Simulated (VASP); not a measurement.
# H in VASP: notebook

H is run at these levels: PBE; tasks: single point, relaxation of the atoms, molecular dynamics.

Everything below comes from runs of VASP 6.6.1. Logs are shortened: lines on timing, memory, paths and dates and some standing lists are left out, and cuts for length are marked.

## (1) The cell of the first run

The cell holds an amorphous packing of atoms, 24 atoms: a = 6.868 Å, b = 6.868 Å, c = 6.868 Å, α = 90.00°, β = 90.00°, γ = 90.00°.

## (2) Single point, PBE

INCAR reads:

```
SYSTEM = H
ALGO = Normal
EDIFF = 1E-7
ENCUT = 520
GGA = PE
ISIF = 2
ISMEAR = -1
LASPH = .True.
LCHARG = .True.
LELF = .True.
LREAL = Auto
LVHAR = .True.
LWAVE = .False.
NBANDS = 30
NELM = 100
PREC = Accurate
SIGMA = 0.05
```

KPOINTS reads:

```
k-points
0
Gamma
  1 1 1
  0 0 0
```

POSCAR reads:

```
H
1.0
    6.8682850000      0.0000000000      0.0000000000
    0.0000000000      6.8682850000      0.0000000000
    0.0000000000      0.0000000000      6.8682850000
H
24
Direct
    0.6892550324      0.6466097432      0.8430052044
    0.7219706229      0.6970590184      0.9373082218
    0.4662736040     -0.0354673692     -0.0463288871
    0.4371833726      0.0211115293      0.0470423111
    0.1677856991      0.2428553853      0.9377013330
    0.0654457408      0.2524356517      0.9868256777
    0.6114190078      0.7729731658      0.2992158887
    0.6832564461      0.7315508893      0.2272182939
    0.1028495469      0.5371209844      0.9337847803
    0.0601314593      0.6304485035      0.9796914368
    0.3180561086      0.6173593554      0.6925309593
    0.3103103613      0.7200050668      0.6613441347
    0.2959836407      0.3894858760      0.2071113822
    0.3652294568      0.3540330665      0.2698053444
    0.7685761438      1.0517327106      0.6838533928
    0.7589230791      1.0590999063      0.7904156569
    0.1005199988      0.9675632272      0.3386580493
    0.1019031680      0.8968760033      0.2610404198
    0.4366009855      0.0011647740      0.5487104860
    0.4730875320      0.0213444841      0.4483215242
    1.0051854284      0.2525375694      0.3974791378
    0.9482134186      0.2955031715      0.4870648204
    0.6815675238      0.2910333511      0.0626648428
    0.7233974711      0.2205499626      0.1362785615
```

Potentials or basis: VASP PAW PBE potentials, release 64 (H).

The run is started by

```console
> cat potpaw_PBE.64/H/POTCAR > POTCAR
> mpirun -np 1 vasp_gam > vasp.out
```

OUTCAR:

```text
SYSTEM = H
   EDIFF = 1E-7
   ENCUT = 520
   GGA = PE
   ISIF = 2
   ISMEAR = -1
   LASPH = .True.
   LREAL = Auto
   NELM = 100
   PREC = Accurate

 ion  position               nearest neighbor table
   1  0.689  0.647  0.843-   2 0.77
   2  0.722  0.697  0.937-   1 0.77
   3  0.466  0.965  0.954-   4 0.78
   4  0.437  0.021  0.047-   3 0.78
   5  0.168  0.243  0.938-   6 0.78
   6  0.065  0.252  0.987-   5 0.78
[... 16 lines left out ...]
  23  0.682  0.291  0.063-  24 0.76
  24  0.723  0.221  0.136-  23 0.76

  LATTYP: Found a simple cubic cell.
 ALAT       =     6.8682850000

  Lattice vectors:

 A1 = (   6.8682850000,   0.0000000000,   0.0000000000)
 A2 = (   0.0000000000,   6.8682850000,   0.0000000000)
 A3 = (   0.0000000000,   0.0000000000,   6.8682850000)

Analysis of symmetry for initial positions (statically):
=====================================================================
 Subroutine PRICEL returns:
 Original cell was already a primitive cell.

 Routine SETGRP: Setting up the symmetry group for a
 simple cubic supercell.

 Subroutine GETGRP returns: Found  1 space group operations
 (whereof  1 operations were pure point group operations)
 out of a pool of 48 trial point group operations.

The static configuration has the point symmetry C_1 .

Analysis of symmetry for dynamics (positions and initial velocities):
=====================================================================
 Subroutine PRICEL returns:
 Original cell was already a primitive cell.

 Routine SETGRP: Setting up the symmetry group for a
 simple cubic supercell.

 Subroutine GETGRP returns: Found  1 space group operations
 (whereof  1 operations were pure point group operations)
 out of a pool of 48 trial point group operations.

The dynamic configuration has the point symmetry C_1 .

 Subroutine INISYM returns: Found  1 space group operations
 (whereof  1 operations are pure point group operations),
 and found     1 'primitive' translations

----------------------------------------------------------------------------------------

                                     Primitive cell

  volume of cell :     323.9999

  direct lattice vectors                    reciprocal lattice vectors
     6.868285000  0.000000000  0.000000000     0.145596754  0.000000000  0.000000000
     0.000000000  6.868285000  0.000000000     0.000000000  0.145596754  0.000000000
     0.000000000  0.000000000  6.868285000     0.000000000  0.000000000  0.145596754

  length of vectors
     6.868285000  6.868285000  6.868285000     0.145596754  0.145596754  0.145596754

  position of ions in fractional coordinates (direct lattice)
     0.689255032  0.646609743  0.843005204
     0.721970623  0.697059018  0.937308222
     0.466273604  0.964532631  0.953671113
     0.437183373  0.021111529  0.047042311
     0.167785699  0.242855385  0.937701333
     0.065445741  0.252435652  0.986825678
[... 16 lines left out ...]
     0.681567524  0.291033351  0.062664843
     0.723397471  0.220549963  0.136278561

  ion indices of the primitive-cell ions
   primitive index   ion index
                 1           1
                 2           2
                 3           3
                 4           4
                 5           5
                 6           6
[... 16 lines left out ...]
                23          23
                24          24

----------------------------------------------------------------------------------------

 KPOINTS: k-points

Automatic generation of k-mesh.
 Grid dimensions read from file:
 generate k-points for:    1    1    1

 Generating k-lattice:

  Cartesian coordinates                     Fractional coordinates (reciprocal lattice)
     0.145596754  0.000000000  0.000000000     1.000000000  0.000000000  0.000000000
     0.000000000  0.145596754  0.000000000     0.000000000  1.000000000  0.000000000
     0.000000000  0.000000000  0.145596754     0.000000000  0.000000000  1.000000000

  Length of vectors
     0.145596754  0.145596754  0.145596754

  Shift w.r.t. Gamma in fractional coordinates (k-lattice)
     0.000000000  0.000000000  0.000000000

 Subroutine IBZKPT returns following result:
 ===========================================

 Found      1 irreducible k-points:

 Following reciprocal coordinates:
            Coordinates               Weight
  0.000000  0.000000  0.000000      1.000000
   k-points           NKPTS =      1   k-points in BZ     NKDIM =      1   number of bands    NBANDS=     30
   number of dos      NEDOS =    301   number of ions     NIONS =     24
   total plane-waves  NPLWV = 157464
   dimension x,y,z NGX =    54 NGY =   54 NGZ =   54
   dimension x,y,z NGXF=   108 NGYF=  108 NGZF=  108
   ions per type =              24
   NGX,Y,Z   is equivalent  to a cutoff of  13.07, 13.07, 13.07 a.u.
   NGXF,Y,Z  is equivalent  to a cutoff of  26.14, 26.14, 26.14 a.u.
 SYSTEM =  H
   PREC   = accura    normal or accurate (medium, high low for compatibility)
   ISTART =      0    job   : 0-new  1-cont  2-samecut
   ICHARG =      2    charge: 1-file 2-atom 10-const
   ISPIN  =      1    spin polarized calculation?
   LNONCOLLINEAR =      F non collinear calculations
   LSORBIT =      F    spin-orbit coupling
   LASPH  =      T    aspherical Exc in radial PAW
   ENCUT  =  520.0 eV  38.22 Ry    6.18 a.u.  12.77 12.77 12.77*2*pi/ulx,y,z
   NELM   =    100;   NELMIN=  2; NELMDL= -5     # of ELM steps
   EDIFF  = 0.1E-06   stopping-criterion for ELM
   LREAL  =      T    real-space projection
   EDIFFG = 0.1E-05   stopping-criterion for IOM
   NSW    =      0    number of steps for IOM
   IBRION =     -1    ionic relax: 0-MD 1-quasi-New 2-CG
   NFREE  =      0    steps in history (QN), initial steepest desc. (CG)
   ISIF   =      2    stress and relaxation
   ISYM   =      2    0-nonsym 1-usesym 2-fastsym
   POTIM  = 0.5000    time-step for ionic-motion
   TEBEG  =    0.0;   TEEND  =   0.0 temperature during run
   PSTRESS=    0.0 pullay stress
   NELECT =      24.0000    total number of electrons
   NUPDOWN=      -1.0000    fix difference up-down
   EMIN   =  10.00;   EMAX   =-10.00  energy-range for DOS
   EFERMI =   0.00;   METHOD = LEGACY
   ISMEAR =    -1;   SIGMA  =   0.05  broadening in eV -4-tet -1-fermi 0-gaus
   EFERMI_NEDOS =   21; number of points for ismear=-14 and -15
   IALGO  =     38    algorithm
   IMIX   =      4    mixing-type and parameters
     AMIX     =   0.40;   BMIX     =  1.00
     AMIX_MAG =   1.60;   BMIX_MAG =  1.00
  volume/ion in A,a.u.               =      13.50        91.10
  Fermi-wavevector in a.u.,A,eV,Ry     =   0.687538  1.299259  6.431596  0.472709
  Thomas-Fermi vector in A             =   1.768082
   LORBIT       =      0    0 simple, 1 ext, 2 COOP (PROOUT), +10 PAW based schemes
   GGA     = PE    functional components
[... 5 lines left out ...]
 non-spin polarized calculation
  energy-cutoff  :      520.00
  volume of cell :      324.00
 maximum number of plane-waves:      4367
 NGX is ok and might be reduce to    50
   NGX = 25   NGY = 25   NGZ = 25

 number of electron      24.0000002 magnetization

 Free energy of the ion-electron system (eV)
  ---------------------------------------------------
  ext. energy  EPLUGINS =         0.00000000
  ---------------------------------------------------
  free energy    TOTEN  =       -80.80295630 eV

  energy without entropy =      -80.80295630  energy(sigma->0) =      -80.80295630

 E-fermi :  -6.8787     XC(G=0):  -4.8971

 val. band max:       -8.0785584377   @ k =   0.0000   0.0000   0.0000
 cond. band min:       0.2850683991   @ k =   0.0000   0.0000   0.0000
 fundamental gap:      8.3636268367
 Fermi energy:        -6.8786705122

 k-point     1 :       0.0000    0.0000    0.0000
  band No.  band energies     occupation
      1     -10.7611      2.00000
      2      -9.8377      2.00000
      3      -9.6099      2.00000
      4      -9.5355      2.00000
      5      -9.2887      2.00000
      6      -9.2476      2.00000
[... 16 lines left out ...]
     23       2.9856      0.00000
     24       3.3767      0.00000
 [bands above 24 left out]

------------------------ aborting loop because EDIFF is reached ----------------------------------------

  FORCE on cell =-STRESS in cart. coord.  units (eV):
  Direction    XX          YY          ZZ          XY          YZ          ZX
  --------------------------------------------------------------------------------------
  -------------------------------------------------------------------------------------
  Total        0.8788776      1.4470922      0.9322581      0.0765450     -0.9521504      1.6017337
  in kB        4.3460435      7.1558603      4.6100094      0.3785145     -4.7083770      7.9205613
  external PRESSURE =       5.3706377 kB  Pullay stress =       0.0000000 kB

 VOLUME and BASIS-vectors are now :
 -----------------------------------------------------------------------------
  energy-cutoff  :      520.00
  volume of cell :      324.00
      direct lattice vectors                 reciprocal lattice vectors
     6.868285000  0.000000000  0.000000000     0.145596754  0.000000000  0.000000000
     0.000000000  6.868285000  0.000000000     0.000000000  0.145596754  0.000000000
     0.000000000  0.000000000  6.868285000     0.000000000  0.000000000  0.145596754

 POSITION                                       TOTAL-FORCE (eV/Angst)
 -----------------------------------------------------------------------------------
      4.73400      4.44110      5.79000         0.174078      0.286169      0.531363
      4.95870      4.78760      6.43770        -0.228994     -0.345953     -0.637495
      3.20250      6.62469      6.55008        -0.272687      0.401571      0.735714
      3.00270      0.14500      0.32310         0.168683     -0.454105     -0.770269
      1.15240      1.66800      6.44040        -1.000577     -0.093098      0.445665
      0.44950      1.73380      6.77780         0.962810     -0.235966     -0.538738
[... 16 lines left out ...]
      4.68120      1.99890      0.43040         0.144597     -0.136390      0.203294
      4.96850      1.51480      0.93600        -0.062186      0.210364     -0.159217
 -----------------------------------------------------------------------------------
    total drift:                               -0.000163     -0.000314     -0.000184

  FREE ENERGIE OF THE ION-ELECTRON SYSTEM (eV)
  ---------------------------------------------------
  free  energy   TOTEN  =       -80.8029562973 eV

  energy  without entropy=      -80.8029562972  energy(sigma->0) =      -80.80295630
```

Run time: 48 s. Hardware: 1 thread of Intel Xeon 6975P-C, shared host; peak memory 0.34 GiB.

What came out:

```yaml
Free_energy: -80.8030 eV
Pressure: 0.5 GPa
Largest_force: 2.721 eV/Å
Band_gap_on_the_k_mesh: 8.36 eV
```

Forces on the atoms (eV/Å):
```
H    0.174  0.286  0.531
H   -0.229 -0.346 -0.637
H   -0.273  0.402  0.736
H    0.169 -0.454 -0.770
H   -1.001 -0.093  0.446
H    0.963 -0.236 -0.539
H    0.143 -0.098 -0.096
H   -0.119  0.057  0.206
H   -0.364  0.844  0.401
H    0.317 -0.574 -0.301
H    0.057 -0.341  0.068
H   -0.004  0.318 -0.150
H   -1.823  0.980 -1.640
H    1.900 -0.914  1.720
H    0.073 -0.030 -0.426
H   -0.005  0.045  0.427
H   -0.019  0.664  0.771
H    0.013 -0.753 -0.823
H   -0.011  0.037  0.024
H   -0.008  0.045 -0.041
H   -0.597  0.497  0.937
H    0.560 -0.410 -0.889
H    0.145 -0.136  0.203
H   -0.062  0.210 -0.159
```

Stress tensor (GPa, compression positive):
```
 0.43  0.04  0.79
 0.04  0.72 -0.47
 0.79 -0.47  0.46
```

Levels at points of the mesh, in eV from the valence-band top:
```csv
k point,band 8,band 9,band 10,band 11,band 12,band 13,band 14,band 15,band 16,band 17
"(0.00, 0.00, 0.00)",-0.87,-0.64,-0.47,-0.28,0.00,8.36,8.84,9.40,9.49,9.71
```

Caveat: the k points lie up to 0.91 Å⁻¹ apart.

## (3) Single point, PBE

INCAR reads:

```
SYSTEM = H
PREC = Accurate
ENCUT = 520
EDIFF = 1E-6
ISMEAR = -1
SIGMA = 0.05
LREAL = Auto
LASPH = .TRUE.
NELM = 60
ALGO = Normal
ISIF = 2
LWAVE = .FALSE.
LCHARG = .FALSE.
GGA = PE
NBANDS = 30
```

KPOINTS reads:

```
regular mesh
0
G
  1 1 1
  0 0 0
```

POSCAR reads:

```
H
1.0
    6.8682850000      0.0000000000      0.0000000000
    0.0000000000      6.8682850000      0.0000000000
    0.0000000000      0.0000000000      6.8682850000
H
24
Direct
    0.6487354558      0.5573880525      0.6905362838
    0.6321374259      0.5107825316      0.7938226209
    0.3701943061     -0.2660780675     -0.0111235920
    0.4058655108     -0.2351241977      0.0915657984
    0.2272619730      0.1793752007      0.9409190213
    0.1529639495      0.1922022747      0.8593266005
    0.6531615971      0.6989372165      0.4069283671
    0.7266005997      0.6957923266      0.3269520703
   -0.1268730112      0.8111631943      1.0734120672
   -0.1347789150      0.7220579810      1.0054183832
    0.3331253726      0.6559861741      0.4390178917
    0.3576293063      0.6552436307      0.5445172994
    0.4622260142      0.3469279449      0.1931049745
    0.3979596071      0.3528537328      0.1171908271
    0.8310225915      1.0266318302      0.6125401028
    0.7392092786      1.0494614012      0.6685220546
    0.0843150801      0.8707850650      0.4182412349
    0.1127792455      0.9663256548      0.4618765820
    0.3760036166      0.1618162321      0.5328695591
    0.4100732570      0.1465868117      0.6342340191
    0.9550564661      0.4201631120      0.5067640612
    0.9440930305      0.4781834184      0.6057407344
    0.8777154705      0.3687237789      0.1212384169
    0.8566767395      0.2687716075      0.0971421541
```

Potentials or basis: VASP PAW PBE potentials, release 64 (H).

The run is started by

```console
> cat potpaw_PBE.64/H/POTCAR > POTCAR
> mpirun -np 1 vasp_gam > vasp.out
```

OUTCAR:

```text
SYSTEM = H
   PREC = Accurate
   ENCUT = 520
   EDIFF = 1E-6
   ISMEAR = -1
   LREAL = Auto
   LASPH = .TRUE.
   NELM = 60
   ISIF = 2
   GGA = PE

 ion  position               nearest neighbor table
   1  0.649  0.557  0.691-   2 0.79
   2  0.632  0.511  0.794-   1 0.79
[... 266 lines left out ...]
  -------------------------------------------------------------------------------------
  Total        2.0264197      0.6410053     -0.0959167     -0.2434101     -0.4606242      0.5224440
  in kB       10.0206307      3.1697668     -0.4743072     -1.2036609     -2.2777832      2.5834818
  external PRESSURE =       4.2386968 kB  Pullay stress =       0.0000000 kB

 VOLUME and BASIS-vectors are now :
 -----------------------------------------------------------------------------
  energy-cutoff  :      520.00
  volume of cell :      324.00
      direct lattice vectors                 reciprocal lattice vectors
     6.868285000  0.000000000  0.000000000     0.145596754  0.000000000  0.000000000
     0.000000000  6.868285000  0.000000000     0.000000000  0.145596754  0.000000000
     0.000000000  0.000000000  6.868285000     0.000000000  0.000000000  0.145596754

 POSITION                                       TOTAL-FORCE (eV/Angst)
 -----------------------------------------------------------------------------------
      4.45570      3.82830      4.74280        -0.191230     -0.467674      1.069674
      4.34170      3.50820      5.45220         0.123125      0.479378     -0.964101
      2.54260      5.04079      6.79188         0.274545      0.275113      0.813930
      2.78760      5.25338      0.62890        -0.277834     -0.224187     -0.829432
      1.56090      1.23200      6.46250        -0.354842      0.021253     -0.333668
      1.05060      1.32010      5.90210         0.284042     -0.060007      0.351361
[... 16 lines left out ...]
      6.02840      2.53250      0.83270         0.187608      0.975825      0.261152
      5.88390      1.84600      0.66720        -0.214810     -0.981158     -0.232065
 -----------------------------------------------------------------------------------
    total drift:                                0.000038     -0.000577      0.000571

  FREE ENERGIE OF THE ION-ELECTRON SYSTEM (eV)
  ---------------------------------------------------
  free  energy   TOTEN  =       -80.8860565511 eV

  energy  without entropy=      -80.8860565510  energy(sigma->0) =      -80.88605655
```

Run time: 42 s. Hardware: 1 thread of Intel Xeon 6975P-C, shared host; peak memory 0.34 GiB.

What came out:

```
Free energy            : -80.8861 eV
Pressure               : 0.4 GPa
Largest force          : 2.831 eV/Å
Band gap on the k mesh : 8.73 eV
```

Forces in eV/Å, atoms in the order of the input:
```
H   -0.191 -0.468  1.070
H    0.123  0.479 -0.964
H    0.275  0.275  0.814
H   -0.278 -0.224 -0.829
H   -0.355  0.021 -0.334
H    0.284 -0.060  0.351
H   -0.046  0.026  0.055
H    0.083  0.006 -0.057
H   -0.013 -0.595 -0.493
H    0.067  0.624  0.399
H   -0.046 -0.060 -0.078
H   -0.002 -0.063  0.131
H    1.822 -0.173  2.160
H   -1.786  0.173 -2.091
H   -0.191  0.028  0.132
H    0.164 -0.035 -0.086
H   -0.066 -0.001 -0.043
H   -0.005  0.070 -0.023
H   -0.031  0.042 -0.266
H    0.078 -0.020  0.175
H   -0.053  0.647  1.105
H    0.196 -0.688 -1.157
H    0.188  0.976  0.261
H   -0.215 -0.981 -0.232
```

Stress tensor (GPa, compression positive):
```
 1.00 -0.12  0.26
-0.12  0.32 -0.23
 0.26 -0.23 -0.05
```

Caveat: the k points lie up to 0.91 Å⁻¹ apart.

(Part 1 of 2 ends here.)
